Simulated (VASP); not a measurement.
## KBe2Br: relaxation of cell and atoms with PBE

The system is KBe2Br.

```
K Be Br
1.0
     2.65798   -3.99422    0.00000
     2.65798    3.99422    0.00000
     0.00000    0.00000    4.30483
K Be Br
1 2 1
Direct
  0.00000 0.00000 0.00000
  0.00000 0.50000 0.00000
  0.50000 0.00000 0.00000
  0.50000 0.50000 0.50000
```

The cell was built from a structure type or drawn by symmetry, and may not be a known phase.

```json
{
  "Program": "VASP 6.6.1",
  "Task": "relaxation of cell and atoms",
  "Functional": "PBE",
  "Potentials or basis": "VASP PAW PBE potentials, release 64 (K_sv, Be, Br)",
  "Cutoff": "600 eV",
  "k mesh": "4 × 4 × 4",
  "Occupations": "gaussian, width 0.1 eV",
  "Spin": "no spin polarisation",
  "Dipole correction": "no",
  "Further INCAR settings": "ALGO = Normal; EDIFF = 1e-06; IBRION = 2; EDIFFG = -0.04; NSW = 90; ISIF = 3"
}
```

```json
{
 "Relaxed volume": "33.62 Å³/atom",
 "Relaxed cell": "a = 7.071 Å, b = 7.071 Å, c = 4.581 Å, α = 90.00°, β = 90.00°, γ = 144.04°",
 "Space group after relaxing (to 0.1 Å)": "Cmmm (No. 65)",
 "Energy gained by relaxing": "1053.2 meV/atom",
 "Ionic steps": "11",
 "Pressure after relaxing": "0.0 GPa",
 "Band gap on the k mesh": "zero (bands 10 and 11 overlap by 0.06 eV)"
}
```

Stress tensor (GPa, compression positive):
```
 0.06  0.00  0.00
 0.00 -0.18  0.00
 0.00  0.00 -0.01
```

Step by step:
| step | energy change (eV) | largest force (eV/Å) | pressure (GPa) | volume (Å³) |
| --- | --- | --- | --- | --- |
| 1 | 0.0000 | 0.0000 | 7.89 | 91.40 |
| 2 | -2.5182 | 0.0000 | 1.17 | 105.64 |
| 3 | -3.9703 | 0.0000 | -1.43 | 125.13 |
| 4 | -4.0932 | 0.0000 | -1.27 | 129.88 |
| 5 | -4.1696 | 0.0000 | -0.88 | 135.39 |
| 6 | -4.1799 | 0.0000 | -0.72 | 136.97 |
| 7 | -4.1828 | 0.0000 | -0.66 | 137.70 |
| 8 | -4.2003 | 0.0000 | 0.23 | 133.74 |
| 9 | -4.2012 | 0.0000 | 0.06 | 134.43 |
| 10 | -4.2057 | 0.0000 | 0.02 | 134.46 |
| 11 | -4.2129 | 0.0000 | -0.04 | 134.47 |

Final structure:
```
CELL_PARAMETERS angstrom
2.18243 -6.72531 0.00000
2.18243 6.72531 0.00000
0.00000 0.00000 4.58087
ATOMIC_POSITIONS crystal
K 0.00000 0.00000 0.00000
Be 0.00000 0.50000 0.00000
Be 0.50000 0.00000 0.00000
Br 0.50000 0.50000 0.50000
```

Levels at points of the mesh, in eV from the Fermi level:
```csv
k point,band 7,band 8,band 9,band 10,band 11,band 12,band 13,band 14
"(0.00, 0.00, 0.00)",-2.90,-2.53,-2.33,-0.10,0.86,1.70,3.67,3.94
"(0.50, 0.00, 0.00)",-3.10,-2.80,-2.62,-2.08,1.89,2.03,3.44,3.45
"(0.50, 0.50, 0.00)",-2.52,-2.34,-2.27,-0.31,-0.07,1.55,4.08,4.39
"(0.00, 0.00, 0.50)",-2.96,-2.71,-2.58,-0.25,0.01,0.48,4.56,6.07
"(0.50, 0.00, 0.50)",-2.96,-2.55,-2.36,-2.11,1.53,1.77,1.92,2.55
"(0.50, 0.50, 0.50)",-3.53,-2.88,-2.59,-0.05,0.26,0.59,4.44,4.85
```

It took 6.9 min on 1 thread of Intel Xeon 8259CL (shared host), peak memory 0.26 GiB.

Caveat: the k points lie up to 0.38 Å⁻¹ apart in the final cell; the volume moved by over 15 % at a fixed basis, so the end points are rough.
